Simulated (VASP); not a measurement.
Set up this calculation in VASP 6.6.1, as the native input.

- Task: single point
- Functional: r2SCAN
- Potentials or basis: VASP PAW PBE potentials, release 64 (Ge_d, Sb, Te)
- Cutoff: 520 eV
- k mesh: 9 × 9 × 2
- Occupations: gaussian, width 0.01 eV
- Spin: no spin polarisation
- Dipole correction: no
- Further INCAR settings: ALGO = Normal; EDIFF = 1e-06; NBANDS = 44

Ge2Sb2Te5:

```
Ge Sb Te
1.0
     4.26743    0.00000    0.00000
    -2.13371    3.69570    0.00000
     0.00000    0.00000   17.61451
Ge Sb Te
2 2 5
Direct
  0.33333 0.66667 0.90226
  0.66667 0.33333 0.09774
  0.00000 0.00000 0.69171
  0.00000 0.00000 0.30829
  0.00000 0.00000 0.00000
  0.66667 0.33333 0.80691
  0.33333 0.66667 0.19309
  0.33333 0.66667 0.59517
  0.66667 0.33333 0.40483
```

One way to write it, as run:

POSCAR

```
Ge2Sb2Te5
1.0
    4.2674259436      0.0000000000      0.0000000000
   -2.1337129718      3.6956992759      0.0000000000
    0.0000000000      0.0000000000     17.6145095667
Ge Sb Te
2 2 5
Direct
    0.3333333333      0.6666666667      0.9022567860
    0.6666666667      0.3333333333      0.0977432140
    0.0000000000      0.0000000000      0.6917067466
    0.0000000000      0.0000000000      0.3082932534
    0.0000000000      0.0000000000      0.0000000000
    0.6666666667      0.3333333333      0.8069125069
    0.3333333333      0.6666666667      0.1930874931
    0.3333333333      0.6666666667      0.5951735015
    0.6666666667      0.3333333333      0.4048264985
```

INCAR.step1

```
ALGO = Normal
EDIFF = 1E-4
ENCUT = 520
GGA = PE
ISMEAR = 0
LASPH = True
LCHARG = False
LREAL = False
LWAVE = True
NBANDS = 44
NELM = 80
PREC = Accurate
SIGMA = 0.01
```

INCAR.step2

```
ALGO = Normal
EDIFF = 1E-6
ENCUT = 520
ISIF = 2
ISMEAR = 0
ISTART = 1
LASPH = True
LCHARG = False
LMIXTAU = True
LREAL = False
LWAVE = False
METAGGA = R2SCAN
NBANDS = 44
NELM = 80
PREC = Accurate
SIGMA = 0.01
```

KPOINTS

```
k-points
0
Gamma
  9 9 2
```

Potentials or basis: VASP PAW PBE potentials, release 64 (Ge_d, Sb, Te).

The run is started by

```console
$ cat potpaw_PBE.64/Ge_d/POTCAR potpaw_PBE.64/Sb/POTCAR potpaw_PBE.64/Te/POTCAR > POTCAR
$ cp INCAR.step1 INCAR
$ mpirun -np 1 vasp_std > vasp.out
$ cp INCAR.step2 INCAR
$ mpirun -np 1 vasp_std > vasp.out
```

Results of the run:

```
Pressure               : 0.0 GPa
Largest force          : 0.025 eV/Å
Band gap on the k mesh : 0.57 eV
```

Caveat: semilocal functionals underestimate gaps, and a narrow one can read as zero; the PAW data sets were made with another functional, which shifts forces and pressure a little; spin-orbit coupling is left out, which moves the levels of the heavy elements.

Run time: 14 min on 1 thread of AMD EPYC 9R45 96-Core Processor (Zen 5) (shared host), peak memory 0.54 GiB.
